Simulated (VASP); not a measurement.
# Ge: single point with BLYP+D3(BJ)

Crystal: Ge.

```
CELL_PARAMETERS angstrom
-2.58999 2.58999 1.42952
2.58999 -2.58999 1.42952
2.58999 2.58999 -1.42952
ATOMIC_POSITIONS crystal
Ge 0.25000 0.75000 0.50000
Ge 0.50000 0.50000 0.00000
```

```yaml
Program: VASP 6.6.1
Task: single point
Functional: BLYP
Dispersion: D3(BJ)
Potentials_or_basis: VASP PAW PBE potentials, release 64 (Ge_d)
Cutoff: 520 eV
k_mesh: 12 × 12 × 12
Occupations: methfessel-paxton, width 0.1 eV
Spin: no spin polarisation
Dipole_correction: no
Further_INCAR_settings: ALGO = Normal; EDIFF = 1e-06; NBANDS = 21
```

```yaml
Pressure: 0.0 GPa
Band_gap_on_the_k_mesh: zero (bands 14 and 15 overlap by 4.87 eV)
Dispersion_energy_per_atom: -0.801 eV
```

Levels at points of the mesh, in eV from the Fermi level:
| k point | band 11 | band 12 | band 13 | band 14 | band 15 | band 16 | band 17 | band 18 |
| --- | --- | --- | --- | --- | --- | --- | --- | --- |
| (0.00, 0.00, 0.00) | -12.98 | -4.17 | -2.13 | -2.13 | 3.90 | 7.39 | 7.39 | 7.44 |
| (0.50, 0.00, 0.00) | -8.17 | -6.29 | -2.68 | -1.83 | -1.33 | 2.81 | 3.42 | 5.34 |
| (0.50, 0.50, 0.00) | -10.31 | -10.31 | 0.73 | 0.73 | 2.05 | 2.05 | 6.95 | 6.95 |
| (0.50, 0.50, 0.50) | -8.76 | -8.76 | -5.49 | -5.49 | 5.67 | 5.67 | 10.60 | 10.60 |

Run time: 2 min on 1 thread of Intel(R) Xeon(R) Platinum 8488C (Sapphire Rapids) (shared host), peak memory 0.25 GiB.

Caveat: the PAW data sets were made with another functional, which shifts forces and pressure a little.
